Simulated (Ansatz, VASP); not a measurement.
## TaC3: VASP beside Ansatz

File INCAR:

```
SYSTEM = TaC3
PREC     = Accurate       ! precision mode
ENCUT    = 600            ! plane-wave cutoff, eV
EDIFF    = 1E-6           ! SCF threshold, eV
ISMEAR   = 0              ! smearing method
SIGMA    = 0.1            ! smearing width, eV
LREAL    = .FALSE.        ! projectors in reciprocal space
LASPH    = .TRUE.         ! aspherical terms in the spheres
NELM     = 60             ! most SCF steps
ALGO     = Normal         ! electronic algorithm
ISIF     = 3              ! what is computed and relaxed
LWAVE    = .FALSE.        ! write WAVECAR
LCHARG   = .FALSE.        ! write CHGCAR
GGA      = PE             ! functional
IBRION   = 2              ! ionic algorithm
NSW      = 100            ! ionic steps
EDIFFG   = -0.01          ! ionic threshold
```

The input KPOINTS:

```
regular mesh
0
G
  14 14 16
  0 0 0
```

Contents of POSCAR:

```
TaC3
1.0
    2.1857878857     -2.8712880740      0.0000000000
    2.1857878857      2.8712880740      0.0000000000
    0.0000000000      0.0000000000      2.9556229096
Ta C
1 3
Direct
    0.0000000000      0.0000000000      0.0000000000
    0.5000000000      0.5000000000      0.0000000000
    0.0000000000      0.5000000000      0.5000000000
    0.5000000000      0.0000000000      0.5000000000
```

Input for Ansatz:

```yaml
crystal:
  lattice:
    - [2.1857878857, -2.871288074, 0.0]
    - [2.1857878857, 2.871288074, 0.0]
    - [0.0, 0.0, 2.9556229096]
  atoms:
    - { symbol: Ta, position: [0.0, 0.0, 0.0] }
    - { symbol: C, position: [0.5, 0.5, 0.0] }
    - { symbol: C, position: [0.0, 0.5, 0.5] }
    - { symbol: C, position: [0.5, 0.0, 0.5] }
basis:
  ecutwfc: 420
kpoints:
  mp_grid: { grid: [14, 14, 16] }
hamiltonian:
  xc: pbe
scf:
  occupations: { method: gaussian, width: 0.1 }
output:
  forces: true
  stress: true
  eigenvalues: true
relax:
  adjacent_minimum: "off"
  f_tol: 0.01
  max_steps: 80
  cell: { stress_tol: 0.05 }
```

Change from the starting cell: species swapped into the CdPt3 type (Cmmm, No. 65).

Alike in both runs: task relaxation of cell and atoms; functional PBE; k mesh 14 × 14 × 16; occupations gaussian, width 0.1 eV; no spin polarisation.

|  | VASP | Ansatz |
| --- | --- | --- |
| version | VASP 6.6.1 | Ansatz 0.2.0 |
| potentials or method | VASP PAW PBE potentials, release 64 (Ta_pv, C), cutoff 600 eV | scalar-relativistic, plane waves, PAW |
| valence electrons in the cell | 23 | 25 |

|  | VASP | Ansatz | Ansatz less VASP |
| --- | --- | --- | --- |
| gap on the k mesh at the Fermi level, each at its own relaxed structure (eV) | none | none | - |
| relaxed volume (Å³/atom) | 9.27 | 9.25 | -0.019 |
| relaxed length of the cell vector where the two differ most in proportion (Å) | 3.608 | 3.605 | -0.0033 |

A gap of «none» marks a metal or a gap that the smearing closes. VASP's potentials hold 23 valence electrons a cell and Ansatz's 25, so a difference there can come from the potentials and not from the codes.

Spin-orbit coupling is off throughout.
